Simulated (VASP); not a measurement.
# BaZrO3 (Pm-3m) in VASP: electric field gradients with PBE+D3(BJ)

Aim: the electric field gradients of BaZrO3 with PBE+D3(BJ).

Everything below comes from runs of VASP 6.6.1. Logs are shortened: lines on timing, memory, paths and dates and some standing lists are left out, and cuts for length are marked.

## 1. The cell of the first run

It takes space group Pm-3m (No. 221, cubic). Conventional cell: a = 4.191 Å, b = 4.191 Å, c = 4.191 Å, α = 90.00°, β = 90.00°, γ = 90.00°. Within 3.9 Å of Ba (site symmetry m-3m) lie 12 O at 2.96 Å and 8 Zr at 3.63 Å. Within 2.8 Å of Zr (site symmetry m-3m) lie 6 O at 2.10 Å. Within 2.8 Å of O (site symmetry 4/mmm) lie 2 Zr at 2.10 Å.

## 2. Electric field gradients, PBE+D3(BJ)

Contents of INCAR:

```
PREC = Accurate ; ENCUT = 910
EDIFF = 1E-8 ; ISMEAR = -1
SIGMA = 0.02 ; LREAL = F
LASPH = T ; NELM = 120
ALGO = Normal ; ISIF = 2
LWAVE = F ; LCHARG = F
GGA = PE ; IVDW = 12
LEFG = T ; NBANDS = 28
GGA_COMPAT = F
```

Contents of KPOINTS:

```
Automatic mesh
0
Gamma
  8 8 8
```

Contents of POSCAR:

```
BaZrO3
1.0
    4.1913400000      0.0000000000      0.0000000000
    0.0000000000      4.1913400000      0.0000000000
    0.0000000000      0.0000000000      4.1913400000
Ba Zr O
1 1 3
Direct
    0.0000000000      0.0000000000      0.0000000000
    0.5000000000      0.5000000000      0.5000000000
    0.0000000000      0.5000000000      0.5000000000
    0.5000000000      0.0000000000      0.5000000000
    0.5000000000      0.5000000000      0.0000000000
```

Potentials or basis: VASP PAW PBE potentials, release 64 (Ba_sv, Zr_sv, O_h).

Launch:

```
> cat potpaw_PBE.64/Ba_sv/POTCAR potpaw_PBE.64/Zr_sv/POTCAR potpaw_PBE.64/O_h/POTCAR > POTCAR
> mpirun -np 1 vasp_std > vasp.out
```

OUTCAR:

```text
PREC = Accurate
   ENCUT = 910
   EDIFF = 1E-8
   ISMEAR = -1
   LREAL = F
   LASPH = T
   NELM = 120
   ISIF = 2
   GGA = PE
   IVDW = 12
 IVDW          = 12

 ion  position               nearest neighbor table
   1  0.000  0.000  0.000-   3 2.96   4 2.96   5 2.96   3 2.96   4 2.96   3 2.96   5 2.96   3 2.96
                             4 2.96   5 2.96   4 2.96   5 2.96   2 3.63   2 3.63   2 3.63   2 3.63
   2  0.500  0.500  0.500-   3 2.10   4 2.10   5 2.10   5 2.10   4 2.10   3 2.10   1 3.63   1 3.63
                             1 3.63   1 3.63   1 3.63   1 3.63   1 3.63   1 3.63
   3  0.000  0.500  0.500-   2 2.10   2 2.10   1 2.96   1 2.96   1 2.96   1 2.96
   4  0.500  0.000  0.500-   2 2.10   2 2.10   1 2.96   1 2.96   1 2.96   1 2.96
   5  0.500  0.500  0.000-   2 2.10   2 2.10   1 2.96   1 2.96   1 2.96   1 2.96

  LATTYP: Found a simple cubic cell.
 ALAT       =     4.1913400000

  Lattice vectors:

 A1 = (   4.1913400000,   0.0000000000,   0.0000000000)
 A2 = (   0.0000000000,   4.1913400000,   0.0000000000)
 A3 = (   0.0000000000,   0.0000000000,   4.1913400000)

Analysis of symmetry for initial positions (statically):
=====================================================================
 Subroutine PRICEL returns:
 Original cell was already a primitive cell.

 Routine SETGRP: Setting up the symmetry group for a
 simple cubic supercell.

 Subroutine GETGRP returns: Found 48 space group operations
 (whereof 48 operations were pure point group operations)
 out of a pool of 48 trial point group operations.

The static configuration has the point symmetry O_h .

Analysis of symmetry for dynamics (positions and initial velocities):
=====================================================================
 Subroutine PRICEL returns:
 Original cell was already a primitive cell.

 Routine SETGRP: Setting up the symmetry group for a
 simple cubic supercell.

 Subroutine GETGRP returns: Found 48 space group operations
 (whereof 48 operations were pure point group operations)
 out of a pool of 48 trial point group operations.

The dynamic configuration has the point symmetry O_h .

 Subroutine INISYM returns: Found 48 space group operations
 (whereof 48 operations are pure point group operations),
 and found     1 'primitive' translations

----------------------------------------------------------------------------------------

                                     Primitive cell

  volume of cell :      73.6307

  direct lattice vectors                    reciprocal lattice vectors
     4.191340000  0.000000000  0.000000000     0.238587182  0.000000000  0.000000000
     0.000000000  4.191340000  0.000000000     0.000000000  0.238587182  0.000000000
     0.000000000  0.000000000  4.191340000     0.000000000  0.000000000  0.238587182

  length of vectors
     4.191340000  4.191340000  4.191340000     0.238587182  0.238587182  0.238587182

  position of ions in fractional coordinates (direct lattice)
     0.000000000  0.000000000  0.000000000
     0.500000000  0.500000000  0.500000000
     0.000000000  0.500000000  0.500000000
     0.500000000  0.000000000  0.500000000
     0.500000000  0.500000000  0.000000000

  ion indices of the primitive-cell ions
   primitive index   ion index
                 1           1
                 2           2
                 3           3
                 4           4
                 5           5

----------------------------------------------------------------------------------------

 KPOINTS: Automatic mesh

Automatic generation of k-mesh.
 Grid dimensions read from file:
 generate k-points for:    8    8    8

 Generating k-lattice:

  Cartesian coordinates                     Fractional coordinates (reciprocal lattice)
     0.029823398  0.000000000  0.000000000     0.125000000  0.000000000  0.000000000
     0.000000000  0.029823398  0.000000000     0.000000000  0.125000000  0.000000000
     0.000000000  0.000000000  0.029823398     0.000000000  0.000000000  0.125000000

  Length of vectors
     0.029823398  0.029823398  0.029823398

  Shift w.r.t. Gamma in fractional coordinates (k-lattice)
     0.000000000  0.000000000  0.000000000

 Subroutine IBZKPT returns following result:
 ===========================================

 Found     35 irreducible k-points:

 Following reciprocal coordinates:
            Coordinates               Weight
  0.000000  0.000000  0.000000      1.000000
  0.125000  0.000000  0.000000      6.000000
  0.250000  0.000000  0.000000      6.000000
  0.375000  0.000000  0.000000      6.000000
  0.500000  0.000000  0.000000      3.000000
  0.125000  0.125000  0.000000     12.000000
[... 16 lines left out ...]
  0.375000  0.375000  0.125000     24.000000
  0.500000  0.375000  0.125000     24.000000
 [... further k-points ...]
   k-points           NKPTS =     35   k-points in BZ     NKDIM =     35   number of bands    NBANDS=     28
   number of dos      NEDOS =    301   number of ions     NIONS =      5
   total plane-waves  NPLWV =  74088
   dimension x,y,z NGX =    42 NGY =   42 NGZ =   42
   dimension x,y,z NGXF=    84 NGYF=   84 NGZF=   84
   ions per type =               1   1   3
   NGX,Y,Z   is equivalent  to a cutoff of  16.66, 16.66, 16.66 a.u.
   NGXF,Y,Z  is equivalent  to a cutoff of  33.32, 33.32, 33.32 a.u.
 SYSTEM =  unknown system
   PREC   = accura    normal or accurate (medium, high low for compatibility)
   ISTART =      0    job   : 0-new  1-cont  2-samecut
   ICHARG =      2    charge: 1-file 2-atom 10-const
   ISPIN  =      1    spin polarized calculation?
   LNONCOLLINEAR =      F non collinear calculations
   LSORBIT =      F    spin-orbit coupling
   LASPH  =      T    aspherical Exc in radial PAW
   ENCUT  =  910.0 eV  66.88 Ry    8.18 a.u.  10.31 10.31 10.31*2*pi/ulx,y,z
   NELM   =    120;   NELMIN=  2; NELMDL= -5     # of ELM steps
   EDIFF  = 0.1E-07   stopping-criterion for ELM
   LREAL  =      F    real-space projection
   EDIFFG = 0.1E-06   stopping-criterion for IOM
   NSW    =      0    number of steps for IOM
   IBRION =     -1    ionic relax: 0-MD 1-quasi-New 2-CG
   NFREE  =      0    steps in history (QN), initial steepest desc. (CG)
   ISIF   =      2    stress and relaxation
   ISYM   =      2    0-nonsym 1-usesym 2-fastsym
   POTIM  = 0.5000    time-step for ionic-motion
   TEBEG  =    0.0;   TEEND  =   0.0 temperature during run
   PSTRESS=    0.0 pullay stress
   NELECT =      40.0000    total number of electrons
   NUPDOWN=      -1.0000    fix difference up-down
   EMIN   =  10.00;   EMAX   =-10.00  energy-range for DOS
   EFERMI =   0.00;   METHOD = LEGACY
   ISMEAR =    -1;   SIGMA  =   0.02  broadening in eV -4-tet -1-fermi 0-gaus
   EFERMI_NEDOS =   21; number of points for ismear=-14 and -15
   IALGO  =     38    algorithm
   IMIX   =      4    mixing-type and parameters
     AMIX     =   0.40;   BMIX     =  1.00
     AMIX_MAG =   1.60;   BMIX_MAG =  1.00
  volume/ion in A,a.u.               =      14.73        99.38
  Fermi-wavevector in a.u.,A,eV,Ry     =   1.335802  2.524299 24.277770  1.784366
  Thomas-Fermi vector in A             =   2.464478
   LORBIT       =      0    0 simple, 1 ext, 2 COOP (PROOUT), +10 PAW based schemes
   GGA     = PE    functional components
   LHFCALC =     F    Hartree Fock is set to
   AEXX    =    0.0000 exact exchange contribution
   IVDW    =    12    specifies the selected vdW correction
   LEPSILON=     F    determine dielectric tensor
   LRPA    =     F    only Hartree local field effects (RPA)
 non-spin polarized calculation
  energy-cutoff  :      910.00
  volume of cell :       73.63
 maximum number of plane-waves:      4636
 NGX is ok and might be reduce to    42
   NGX = 21   NGY = 21   NGZ = 21

 number of electron      40.0000012 magnetization

 Free energy of the ion-electron system (eV)
  ---------------------------------------------------
  ext. energy  EPLUGINS =         0.00000000
  ---------------------------------------------------
  free energy    TOTEN  =       -41.70892127 eV

  energy without entropy =      -41.70892127  energy(sigma->0) =      -41.70892127

 E-fermi :   4.5499     XC(G=0): -10.7744

 val. band max:        4.0986581697   @ k =   0.5000   0.5000   0.5000
 cond. band min:       7.2935021125   @ k =   0.0000   0.0000   0.0000
 fundamental gap:      3.1948439428
 Fermi energy:         4.5499457304

 k-point     1 :       0.0000    0.0000    0.0000
  band No.  band energies     occupation
      1     -42.9163      2.00000
      2     -21.2123      2.00000
      3     -21.0777      2.00000
      4     -21.0777      2.00000
      5     -21.0777      2.00000
      6     -12.2696      2.00000
[... 20 lines left out ...]
     27      11.5510      0.00000
     28      11.5510      0.00000

 k-point     2 :       0.1250    0.0000    0.0000
  band No.  band energies     occupation
      1     -42.9158      2.00000
      2     -21.2602      2.00000
      3     -21.0767      2.00000
      4     -21.0767      2.00000
      5     -21.0584      2.00000
      6     -12.2644      2.00000
[... 20 lines left out ...]
     27      11.5518      0.00000
     28      12.0496      0.00000

 k-point     3 :       0.2500    0.0000    0.0000
  band No.  band energies     occupation
      1     -42.9146      2.00000
      2     -21.3582      2.00000
      3     -21.0742      2.00000
      4     -21.0742      2.00000
      5     -21.0272      2.00000
      6     -12.3245      2.00000
[... 616 lines left out ...]
      3     -21.2852      2.00000
      4     -21.1078      2.00000
      5     -21.0666      2.00000
      6     -12.0124      2.00000
[... 20 lines left out ...]
     27      12.2599      0.00000
     28      13.0067      0.00000

 k-point    24 :       0.5000    0.3750    0.1250
  band No.  band energies     occupation
      1     -42.9097      2.00000
      2     -21.3486      2.00000
      3     -21.2845      2.00000
      4     -21.1033      2.00000
      5     -21.0896      2.00000
      6     -11.9955      2.00000
[... 20 lines left out ...]
     27      12.5458      0.00000
     28      13.2058      0.00000

 [... further k-points ...]

------------------------ aborting loop because EDIFF is reached ----------------------------------------

 Edisp (eV)   -1.22916

 E8    (eV) :    -0.5757

  FORCE on cell =-STRESS in cart. coord.  units (eV):
  Direction    XX          YY          ZZ          XY          YZ          ZX
  --------------------------------------------------------------------------------------
  -------------------------------------------------------------------------------------
  Total       0.97222     0.97222     0.97222     0.00000     0.00000     0.00000
  in kB      21.15519    21.15519    21.15519     0.00000     0.00000     0.00000
  external pressure =       21.16 kB  Pullay stress =        0.00 kB

 VOLUME and BASIS-vectors are now :
 -----------------------------------------------------------------------------
  energy-cutoff  :      910.00
  volume of cell :       73.63
      direct lattice vectors                 reciprocal lattice vectors
     4.191340000  0.000000000  0.000000000     0.238587182  0.000000000  0.000000000
     0.000000000  4.191340000  0.000000000     0.000000000  0.238587182  0.000000000
     0.000000000  0.000000000  4.191340000     0.000000000  0.000000000  0.238587182

 POSITION                                       TOTAL-FORCE (eV/Angst)
 -----------------------------------------------------------------------------------
      0.00000      0.00000      0.00000         0.000000      0.000000      0.000000
      2.09567      2.09567      2.09567         0.000000      0.000000      0.000000
      0.00000      2.09567      2.09567         0.000000      0.000000      0.000000
      2.09567      0.00000      2.09567         0.000000      0.000000      0.000000
      2.09567      2.09567      0.00000         0.000000      0.000000      0.000000
 -----------------------------------------------------------------------------------
    total drift:                                0.000000     -0.000000     -0.000000

  FREE ENERGIE OF THE ION-ELECTRON SYSTEM (eV)
  ---------------------------------------------------
  free  energy   TOTEN  =       -42.9380797596 eV

  energy  without entropy=      -42.9380797596  energy(sigma->0) =      -42.93807976

 Electric field gradients (V/A^2)
---------------------------------------------------------------------
 ion       V_xx      V_yy      V_zz      V_xy      V_xz      V_yz
---------------------------------------------------------------------
   1      -0.000    -0.000     0.000     0.000     0.000    -0.000
   2       0.000    -0.000     0.000    -0.000     0.000     0.000
   3     -14.613     7.307     7.307    -0.000     0.000     0.000
   4       7.307   -14.613     7.307    -0.000     0.000    -0.000
   5       7.307     7.307   -14.613    -0.000     0.000     0.000
---------------------------------------------------------------------

 Electric field gradients after diagonalization (V/A^2)
 (convention: |V_zz| > |V_xx| > |V_yy|)
----------------------------------------------------------------------
 ion       V_xx      V_yy      V_zz     asymmetry (V_yy - V_xx)/ V_zz
----------------------------------------------------------------------
   1      -0.000    -0.000     0.000       0.047
   2       0.000    -0.000     0.000      -0.063
   3       7.307     7.307   -14.613       0.000
   4       7.307     7.307   -14.613       0.000
   5       7.307     7.307   -14.613       0.000
----------------------------------------------------------------------

           NMR quadrupolar parameters

 Cq : quadrupolar parameter    Cq=e*Q*V_zz/h
 eta: asymmetry parameters     (V_yy - V_xx)/ V_zz
 Q  : nuclear electric quadrupole moment in mb (millibarn)
----------------------------------------------------------------------
 ion       Cq(MHz)       eta       Q (mb)
----------------------------------------------------------------------
   1       0.000       0.047       1.000
   2       0.000      -0.063       1.000
   3      -0.035       0.000       1.000
   4      -0.035       0.000       1.000
   5      -0.035       0.000       1.000
----------------------------------------------------------------------
```

Wall time 84 s (1 thread of Intel Xeon 6975P-C (Granite Rapids), shared host); peak memory 0.38 GiB.

What came out:

- Free energy: -42.9381 eV
- Pressure: 2.1 GPa
- Band gap on the k mesh: 3.19 eV (least direct gap 3.42 eV)
- Largest electric field gradient by atom: Ba -0.0; Zr +0.0; O -14.6 V/Å²
- Dispersion energy per atom: -0.246 eV

Electric field gradients, principal values (V/Å²):
```
atom  least  middle  greatest (by size)
1 Ba  0.000   0.000               0.000
2 Zr  0.000   0.000               0.000
 3 O  7.307   7.307             -14.613
 4 O  7.307   7.307             -14.613
 5 O  7.307   7.307             -14.613
```

Caveat: the cutoff is under 1.25 times the usual one of these potentials, so pressure, stress and relaxed cells hold a basis-set (Pulay) error; without QUAD_EFG the Cq values of the log hold for a quadrupole moment of 1 mb, not for the nuclei; spin-orbit coupling is left out, which moves the levels of the heavy elements. A k mesh can miss the band edges.
